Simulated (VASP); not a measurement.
Input of a VASP 6.6.1 run:

Contents of INCAR:

```
SYSTEM = Nb
PREC     = Accurate       ! precision mode
ENCUT    = 600            ! plane-wave cutoff, eV
EDIFF    = 1E-7           ! SCF threshold, eV
ISMEAR   = -1             ! smearing method
SIGMA    = 0.1            ! smearing width, eV
LREAL    = .False.        ! projectors in reciprocal space
LASPH    = .True.         ! aspherical terms in the spheres
NELM     = 100            ! most SCF steps
ALGO     = Normal         ! electronic algorithm
ISIF     = 3              ! what is computed and relaxed
LWAVE    = .False.        ! write WAVECAR
LCHARG   = .False.        ! write CHGCAR
GGA      = RP             ! functional
IBRION   = 2              ! ionic algorithm
NSW      = 80             ! ionic steps
EDIFFG   = -0.01          ! ionic threshold
```

File KPOINTS:

```
Automatic mesh
0
Gamma
  9 9 9
  0 0 0
```

Contents of POSCAR:

```
Nb
1.0
    0.0000000000      2.8951284430      2.8951284430
    2.8951284430      0.0000000000      2.8951284430
    2.8951284430      2.8951284430      0.0000000000
Nb
2
Direct
    0.1250000000      0.1250000000      0.1250000000
    0.8750000000      0.8750000000      0.8750000000
```

Potentials or basis: VASP PAW PBE potentials, release 64 (Nb_sv).

Launch:

```sh
$ cat potpaw_PBE.64/Nb_sv/POTCAR > POTCAR
$ mpirun -np 1 vasp_std > vasp.out
```

(1) What does it give for the relaxed cell?

(2) Predict the band gap on the k mesh.

(3) What does it give for the relaxed volume?

(4) Estimate the space group after relaxing (to 0.05 Å).

Results:

(1) a = 4.220 Å, b = 4.220 Å, c = 4.220 Å, α = 60.00°, β = 60.00°, γ = 60.00°.

(2) zero (band 13 reaches 6.81 eV, above the bottom of band 14 at 5.86 eV).

(3) 26.57 Å³/atom.

(4) Fd-3m (No. 227).

Caveat: the PAW data sets were made with another functional, which shifts forces and pressure a little.
